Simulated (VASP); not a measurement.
# KI (Fm-3m) in VASP: single point with HSE06

Aim: the single point of KI with HSE06.

Everything below comes from runs of VASP 6.6.1. Logs are shortened: lines on timing, memory, paths and dates and some standing lists are left out, and cuts for length are marked.

## 1. The cell of the first run

It takes space group Fm-3m (No. 225, cubic). Conventional cell: a = 7.016 Å, b = 7.016 Å, c = 7.016 Å, α = 90.00°, β = 90.00°, γ = 90.00°. K (site symmetry m-3m) has 6 I at 3.51 Å within 4.6 Å. I (site symmetry m-3m) has 6 K at 3.51 Å within 4.6 Å.

## 2. Single point, HSE06

POSCAR

```
KI
1.0
    0.0000000000      3.5079050000      3.5079050000
    3.5079050000      0.0000000000      3.5079050000
    3.5079050000      3.5079050000      0.0000000000
K I
1 1
Direct
    0.0000000000      0.0000000000      0.0000000000
    0.5000000000      0.5000000000      0.5000000000
```

INCAR.step1

```
SYSTEM = KI
PREC = Accurate
ENCUT = 520
EDIFF = 1E-5
ISMEAR = -1
SIGMA = 0.1
LREAL = .FALSE.
LASPH = .TRUE.
NELM = 100
ALGO = Normal
ISIF = 2
LWAVE = .TRUE.
NBANDS = 15
GGA = PE
```

INCAR.step2

```
SYSTEM = KI
PREC = Accurate
ENCUT = 520
EDIFF = 1E-6
ISMEAR = -1
SIGMA = 0.1
LREAL = .FALSE.
LASPH = .TRUE.
NELM = 100
ALGO = Normal
ISIF = 2
LWAVE = .FALSE.
LCHARG = .TRUE.
GGA = PE
LHFCALC = .TRUE.
HFSCREEN = 0.2079
PRECFOCK = Normal
LELF = .TRUE.
LVHAR = .TRUE.
NBANDS = 15
ISTART = 1
```

KPOINTS

```
Automatic mesh
0
G
  3 3 3
  0 0 0
```

Potentials or basis: VASP PAW PBE potentials, release 64 (K_sv, I).

Command:

```
cat potpaw_PBE.64/K_sv/POTCAR potpaw_PBE.64/I/POTCAR > POTCAR
cp INCAR.step1 INCAR
mpirun -np 1 vasp_std > vasp.out
cp INCAR.step2 INCAR
mpirun -np 1 vasp_std > vasp.out
```

OUTCAR:

```text
SYSTEM = KI
   PREC = Accurate
   ENCUT = 520
   EDIFF = 1E-6
   ISMEAR = -1
   LREAL = .FALSE.
   LASPH = .TRUE.
   NELM = 100
   ISIF = 2
   GGA = PE
   LHFCALC = .TRUE.
   HFSCREEN = 0.2079
   PRECFOCK = Normal
   ISTART = 1

 ion  position               nearest neighbor table
   1  0.000  0.000  0.000-   2 3.51   2 3.51   2 3.51   2 3.51   2 3.51   2 3.51
   2  0.500  0.500  0.500-   1 3.51   1 3.51   1 3.51   1 3.51   1 3.51   1 3.51

  LATTYP: Found a face centered cubic cell.
 ALAT       =     7.0158100000

  Lattice vectors:

 A1 = (   0.0000000000,   3.5079050000,   3.5079050000)
 A2 = (   3.5079050000,   0.0000000000,   3.5079050000)
 A3 = (   3.5079050000,   3.5079050000,   0.0000000000)

Analysis of symmetry for initial positions (statically):
=====================================================================
 Subroutine PRICEL returns:
 Original cell was already a primitive cell.

 Routine SETGRP: Setting up the symmetry group for a
 face centered cubic supercell.

 Subroutine GETGRP returns: Found 48 space group operations
 (whereof 48 operations were pure point group operations)
 out of a pool of 48 trial point group operations.

The static configuration has the point symmetry O_h .

Analysis of symmetry for dynamics (positions and initial velocities):
=====================================================================
 Subroutine PRICEL returns:
 Original cell was already a primitive cell.

 Routine SETGRP: Setting up the symmetry group for a
 face centered cubic supercell.

 Subroutine GETGRP returns: Found 48 space group operations
 (whereof 48 operations were pure point group operations)
 out of a pool of 48 trial point group operations.

The dynamic configuration has the point symmetry O_h .

 Subroutine INISYM returns: Found 48 space group operations
 (whereof 48 operations are pure point group operations),
 and found     1 'primitive' translations

----------------------------------------------------------------------------------------

                                     Primitive cell

  volume of cell :      86.3323

  direct lattice vectors                    reciprocal lattice vectors
     0.000000000  3.507905000  3.507905000    -0.142535217  0.142535217  0.142535217
     3.507905000  0.000000000  3.507905000     0.142535217 -0.142535217  0.142535217
     3.507905000  3.507905000  0.000000000     0.142535217  0.142535217 -0.142535217

  length of vectors
     4.960926827  4.960926827  4.960926827     0.246878238  0.246878238  0.246878238

  position of ions in fractional coordinates (direct lattice)
     0.000000000  0.000000000  0.000000000
     0.500000000  0.500000000  0.500000000

  ion indices of the primitive-cell ions
   primitive index   ion index
                 1           1
                 2           2

----------------------------------------------------------------------------------------

 KPOINTS: Automatic mesh

Automatic generation of k-mesh.
 Grid dimensions read from file:
 generate k-points for:    3    3    3

 Generating k-lattice:

  Cartesian coordinates                     Fractional coordinates (reciprocal lattice)
    -0.047511739  0.047511739  0.047511739     0.333333333  0.000000000  0.000000000
     0.047511739 -0.047511739  0.047511739     0.000000000  0.333333333  0.000000000
     0.047511739  0.047511739 -0.047511739     0.000000000  0.000000000  0.333333333

  Length of vectors
     0.082292746  0.082292746  0.082292746

  Shift w.r.t. Gamma in fractional coordinates (k-lattice)
     0.000000000  0.000000000  0.000000000

 Subroutine IBZKPT returns following result:
 ===========================================

 Found      4 irreducible k-points:

 Following reciprocal coordinates:
            Coordinates               Weight
  0.000000  0.000000  0.000000      1.000000
  0.333333  0.000000  0.000000      8.000000
  0.333333  0.333333  0.000000      6.000000
 -0.333333  0.333333  0.000000     12.000000
   k-points           NKPTS =      4   k-points in BZ     NKDIM =     27   number of bands    NBANDS=     15
   number of dos      NEDOS =    301   number of ions     NIONS =      2
   total plane-waves  NPLWV =  64000
   dimension x,y,z NGX =    40 NGY =   40 NGZ =   40
   dimension x,y,z NGXF=    80 NGYF=   80 NGZF=   80
   ions per type =               1   1
   NGX,Y,Z   is equivalent  to a cutoff of  13.40, 13.40, 13.40 a.u.
   NGXF,Y,Z  is equivalent  to a cutoff of  26.81, 26.81, 26.81 a.u.
 SYSTEM =  KI
   PREC   = accura    normal or accurate (medium, high low for compatibility)
   ISTART =      1    job   : 0-new  1-cont  2-samecut
   ICHARG =      0    charge: 1-file 2-atom 10-const
   ISPIN  =      1    spin polarized calculation?
   LNONCOLLINEAR =      F non collinear calculations
   LSORBIT =      F    spin-orbit coupling
   LASPH  =      T    aspherical Exc in radial PAW
   ENCUT  =  520.0 eV  38.22 Ry    6.18 a.u.   9.22  9.22  9.22*2*pi/ulx,y,z
   NELM   =    100;   NELMIN=  2; NELMDL=  0     # of ELM steps
   EDIFF  = 0.1E-05   stopping-criterion for ELM
   LREAL  =      F    real-space projection
   EDIFFG = 0.1E-04   stopping-criterion for IOM
   NSW    =      0    number of steps for IOM
   IBRION =     -1    ionic relax: 0-MD 1-quasi-New 2-CG
   NFREE  =      0    steps in history (QN), initial steepest desc. (CG)
   ISIF   =      2    stress and relaxation
   ISYM   =      3    0-nonsym 1-usesym 2-fastsym
   POTIM  = 0.5000    time-step for ionic-motion
   TEBEG  =    0.0;   TEEND  =   0.0 temperature during run
   PSTRESS=    0.0 pullay stress
   NELECT =      16.0000    total number of electrons
   NUPDOWN=      -1.0000    fix difference up-down
   EMIN   =  10.00;   EMAX   =-10.00  energy-range for DOS
   EFERMI =   0.00;   METHOD = LEGACY
   ISMEAR =    -1;   SIGMA  =   0.10  broadening in eV -4-tet -1-fermi 0-gaus
   EFERMI_NEDOS =   21; number of points for ismear=-14 and -15
   IALGO  =     38    algorithm
   IMIX   =      1    mixing-type and parameters
     AMIX     =   0.40;   BMIX     =  1.00
     AMIX_MAG =   1.60;   BMIX_MAG =  1.00
  volume/ion in A,a.u.               =      43.17       291.30
  Fermi-wavevector in a.u.,A,eV,Ry     =   0.933377  1.763826 11.853290  0.871192
  Thomas-Fermi vector in A             =   2.060072
   LORBIT       =      0    0 simple, 1 ext, 2 COOP (PROOUT), +10 PAW based schemes
   GGA     = PE    functional components
   LHFCALC =     T    Hartree Fock is set to
   PRECFOCK=normal    Normal, Fast or Accurate (Low or Medium for compatibility)
   ENCUT4O =  -1.0   cutoff for four orbital integrals eV
   NKREDX  =     1    reduce k-point grid by
   NKREDY  =     1    reduce k-point grid by
   NKREDZ  =     1    reduce k-point grid by
   AEXX    =    0.2500 exact exchange contribution
   HFSCREEN=    0.2079 screening length (either q_TF or 0.3 A-1)
   HFSCREENC=   0.2079 screening length for correlation (either q_TF or 0.3 A-1)
   ENCUTFOCK=  -1.0 apply spherical cutoff to Coloumb kernel
   IVDW    =     0    specifies the selected vdW correction
   LEPSILON=     F    determine dielectric tensor
   LRPA    =     F    only Hartree local field effects (RPA)
 non-spin polarized calculation
  energy-cutoff  :      520.00
  volume of cell :       86.33
 maximum number of plane-waves:      2357
 NGX is ok and might be reduce to    40
  NGX = 28; NGY = 28; NGZ = 28

 number of electron      15.9999999 magnetization

 Free energy of the ion-electron system (eV)
  ---------------------------------------------------
  ext. energy  EPLUGINS =         0.00000000
  ---------------------------------------------------
  free energy    TOTEN  =        -6.38603841 eV

  energy without entropy =       -6.38603841  energy(sigma->0) =       -6.38603841

 E-fermi :   1.2870     XC(G=0):  -6.1066

 val. band max:       -1.0294363308   @ k =   0.0000   0.0000   0.0000
 cond. band min:       3.9830088515   @ k =   0.0000   0.0000   0.0000
 fundamental gap:      5.0124451823
 Fermi energy:         1.2870499181

 k-point     1 :       0.0000    0.0000    0.0000
  band No.  band energies     occupation
      1     -31.8275      2.00000
      2     -13.9632      2.00000
      3     -13.9632      2.00000
      4     -13.9632      2.00000
      5     -12.4514      2.00000
      6      -1.0294      2.00000
      7      -1.0294      2.00000
      8      -1.0294      2.00000
      9       3.9830      0.00000
     10       6.6065      0.00000
     11       6.6065      0.00000
     12       6.6065      0.00000
     13       7.4549      0.00000
     14       7.4549      0.00000
     15       9.8076      0.00000

 k-point     2 :       0.3333    0.0000    0.0000
  band No.  band energies     occupation
      1     -31.8257      2.00000
      2     -14.1047      2.00000
      3     -13.9641      2.00000
      4     -13.9641      2.00000
      5     -12.1876      2.00000
      6      -2.1726      2.00000
      7      -1.3097      2.00000
      8      -1.3097      2.00000
      9       5.3529      0.00000
     10       7.1833      0.00000
     11       7.6612      0.00000
     12       7.6612      0.00000
     13       8.6883      0.00000
     14       8.6883      0.00000
     15      10.1017      0.00000

 k-point     3 :       0.3333    0.3333    0.0000
  band No.  band energies     occupation
      1     -31.8250      2.00000
      2     -14.0352      2.00000
      3     -13.9789      2.00000
      4     -13.9789      2.00000
      5     -12.2611      2.00000
      6      -2.0601      2.00000
      7      -1.3506      2.00000
      8      -1.3506      2.00000
      9       5.1691      0.00000
     10       5.8107      0.00000
     11       8.1549      0.00000
     12       8.2107      0.00000
     13       9.1312      0.00000
     14       9.1312      0.00000
     15      10.5497      0.00000

 k-point     4 :      -0.3333    0.3333    0.0000
  band No.  band energies     occupation
      1     -31.8244      2.00000
      2     -14.0653      2.00000
      3     -14.0001      2.00000
      4     -13.9722      2.00000
      5     -12.1755      2.00000
      6      -2.0265      2.00000
      7      -1.8576      2.00000
      8      -1.4451      2.00000
      9       5.9993      0.00000
     10       7.1811      0.00000
     11       7.2875      0.00000
     12       8.5570      0.00000
     13       8.8793      0.00000
     14       9.0904      0.00000
     15      10.6997      0.00000

------------------------ aborting loop because EDIFF is reached ----------------------------------------

  FORCE on cell =-STRESS in cart. coord.  units (eV):
  Direction    XX          YY          ZZ          XY          YZ          ZX
  --------------------------------------------------------------------------------------
  -------------------------------------------------------------------------------------
  Total        0.4050399      0.4050399      0.4050399      0.0000000      0.0000000      0.0000000
  in kB        7.5168332      7.5168332      7.5168332      0.0000000      0.0000000      0.0000000
  external PRESSURE =       7.5168332 kB  Pullay stress =       0.0000000 kB

 VOLUME and BASIS-vectors are now :
 -----------------------------------------------------------------------------
  energy-cutoff  :      520.00
  volume of cell :       86.33
      direct lattice vectors                 reciprocal lattice vectors
     0.000000000  3.507905000  3.507905000    -0.142535217  0.142535217  0.142535217
     3.507905000  0.000000000  3.507905000     0.142535217 -0.142535217  0.142535217
     3.507905000  3.507905000  0.000000000     0.142535217  0.142535217 -0.142535217

 POSITION                                       TOTAL-FORCE (eV/Angst)
 -----------------------------------------------------------------------------------
      0.00000      0.00000      0.00000        -0.000000      0.000000      0.000000
      3.50791      3.50791      3.50791         0.000000     -0.000000     -0.000000
 -----------------------------------------------------------------------------------
    total drift:                                0.000000      0.000000     -0.000001

  FREE ENERGIE OF THE ION-ELECTRON SYSTEM (eV)
  ---------------------------------------------------
  free  energy   TOTEN  =        -6.3860384056 eV

  energy  without entropy=       -6.3860384055  energy(sigma->0) =       -6.38603841
```

Wall time 61 s (1 thread of Intel Xeon 6975P-C (Granite Rapids), shared host); peak memory 0.34 GiB.

Results:

| Quantity | Value |
| --- | --- |
| Free energy | -6.3860 eV |
| Pressure | 0.8 GPa |
| Band gap on the k mesh | 5.01 eV, direct |

Levels at points of the mesh, in eV from the valence-band top:
| k point | band 5 | band 6 | band 7 | band 8 | band 9 | band 10 | band 11 | band 12 |
| --- | --- | --- | --- | --- | --- | --- | --- | --- |
| (0.00, 0.00, 0.00) | -11.42 | 0.00 | 0.00 | 0.00 | 5.01 | 7.64 | 7.64 | 7.64 |

Caveat: the k points lie up to 0.52 Å⁻¹ apart; the PAW data sets were made with another functional, which shifts forces and pressure a little; spin-orbit coupling is left out, which moves the levels of the heavy elements.
